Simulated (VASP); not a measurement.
## TaSi2: single point with PBE

TaSi2:

```xyz
18
Lattice="-4.8057 0.0000 0.0000 -2.4029 -4.1619 0.0000 0.0000 0.0000 13.1947" Properties=species:S:1:pos:R:3 pbc="T T T"
Ta   -4.8057   -4.1619    3.2987
Ta   -4.8057   -4.1619    9.8960
Ta   -1.2014   -2.0809    5.4978
Ta   -1.2014   -2.0809   12.0951
Ta   -3.6043   -2.0809    1.0996
Ta   -3.6043   -2.0809    7.6969
Si   -2.4029   -2.8390    3.2987
Si   -2.4029   -2.8390    9.8960
Si   -3.5484   -3.5005    5.4978
Si   -3.5484   -3.5005   12.0951
Si   -1.1456   -0.6614    1.0996
Si   -1.1456   -0.6614    7.6969
Si   -4.8057   -1.3228    3.2987
Si   -4.8057   -1.3228    9.8960
Si   -3.6601   -0.6614    5.4978
Si   -3.6601   -0.6614   12.0951
Si   -6.0630   -3.5005    1.0996
Si   -6.0630   -3.5005    7.6969
```

* Program: VASP 6.6.1
* Task: single point
* Functional: PBE
* Potentials or basis: VASP PAW PBE potentials, release 64 (Ta_pv, Si)
* Cutoff: 520 eV
* k mesh: 9 × 9 × 3
* Occupations: gaussian, width 0.15 eV
* Spin: no spin polarisation

| Property | Result |
| --- | --- |
| Pressure | 0.1 GPa |
| Largest force | 0.003 eV/Å |
| Band gap on the k mesh | zero (band 57 reaches 9.56 eV, above the bottom of band 58 at 8.99 eV) |

Forces in eV/Å, atoms in the order of the input:
```
Ta   0.000  0.000  0.000
Ta   0.000  0.000  0.000
Ta   0.000  0.000  0.000
Ta   0.000  0.000  0.000
Ta   0.000  0.000  0.000
Ta   0.000  0.000  0.000
Si   0.000  0.003  0.000
Si   0.000  0.003  0.000
Si  -0.003  0.002  0.000
Si  -0.003  0.002  0.000
Si  -0.003 -0.002  0.000
Si  -0.003 -0.002  0.000
Si   0.000 -0.003  0.000
Si   0.000 -0.003  0.000
Si   0.003 -0.002  0.000
Si   0.003 -0.002  0.000
Si   0.003  0.002  0.000
Si   0.003  0.002  0.000
```

Stress tensor (GPa, compression positive):
```
0.07 0.00 0.00
0.00 0.07 0.00
0.00 0.00 0.21
```

Levels at points of the mesh, in eV from the Fermi level:
```csv
k point,band 53,band 54,band 55,band 56,band 57,band 58,band 59,band 60,band 61,band 62
"(0.00, 0.00, 0.00)",-2.17,-2.04,-1.79,-1.79,-1.49,0.73,1.12,1.12,2.53,2.53
```

It took 6.6 min on 1 thread of Intel(R) Xeon(R) Platinum 8488C (Sapphire Rapids), on a shared host, peak memory 0.5 GiB.

Caveat: spin-orbit coupling is left out, which moves the levels of the heavy elements.
